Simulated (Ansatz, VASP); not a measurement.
# In3Se: VASP beside Ansatz

Contents of INCAR:

```
SYSTEM = In3Se
  PREC = Accurate
  ENCUT = 520
  EDIFF = 1E-7
  ISMEAR = 0
  SIGMA = 0.15
  LREAL = .False.
  LASPH = .True.
  NELM = 60
  ALGO = Normal
  ISIF = 2
  LWAVE = .False.
  LCHARG = .True.
  GGA = PE
  IVDW = 12
  LELF = .True.
  LVHAR = .True.
  NBANDS = 30
```

File KPOINTS:

```
regular mesh
0
Gamma
  8 8 8
  0 0 0
```

POSCAR

```
In3Se
1.0
    3.9956887392     -0.3525607711      0.0000000000
   -0.3525607711      3.9956887392      0.0000000000
    0.0000000000      0.0000000000      4.7008102814
In Se
3 1
Direct
    0.0000000000      0.5000000000      0.5000000000
    0.5000000000      0.0000000000      0.5000000000
    0.5000000000      0.5000000000      0.0000000000
    0.0000000000      0.0000000000      0.0000000000
```

Input for Ansatz:

```yaml
crystal:
  lattice:
    - [3.9956887392, -0.3525607711, 0.0]
    - [-0.3525607711, 3.9956887392, 0.0]
    - [0.0, 0.0, 4.7008102814]
  atoms:
    - { symbol: In, position: [0.0, 0.5, 0.5] }
    - { symbol: In, position: [0.5, 0.0, 0.5] }
    - { symbol: In, position: [0.5, 0.5, 0.0] }
    - { symbol: Se, position: [0.0, 0.0, 0.0] }
basis:
  ecutwfc: 420
kpoints:
  mp_grid: { grid: [8, 8, 8] }
hamiltonian:
  xc: pbe
  pseudopotentials: { kind: paw, azcp: { folder: soft_1 } }
  dispersion: d3bj
scf:
  occupations: { method: gaussian, width: 0.15 }
output:
  forces: true
  stress: true
  eigenvalues: true
```

Change from the starting cell: engineering shear strain xy -0.1500, equal normal strain along x and y -0.1500.

Alike in both runs: task single point; functional PBE; dispersion D3(BJ); k mesh 8 × 8 × 8; occupations gaussian, width 0.15 eV; no spin polarisation.

|  | VASP | Ansatz |
| --- | --- | --- |
| version | VASP 6.6.1 | Ansatz 0.2.0 |
| potentials or method | VASP PAW PBE potentials, release 64 (In_d, Se), cutoff 520 eV | scalar-relativistic, plane waves, PAW |
| valence electrons in the cell | 45 | 55 |

Ansatz gave:

```
gap on the k mesh at the Fermi level (eV)                     : none
pressure (GPa)                                                : 33.6
traceless stress, the component that is largest in VASP (GPa) : 16.49
```

Problem. What did VASP give for the same quantities?

Solution. gap on the k mesh at the Fermi level (eV): none; pressure (GPa): 33.7; traceless stress, the component that is largest in VASP (GPa): 16.51.

A gap of «none» marks a metal or a gap that the smearing closes. Both programs put the cell under a high pressure, so it lies far from rest at this level. VASP's potentials hold 45 valence electrons a cell and Ansatz's 55, so a difference there can come from the potentials and not from the codes.
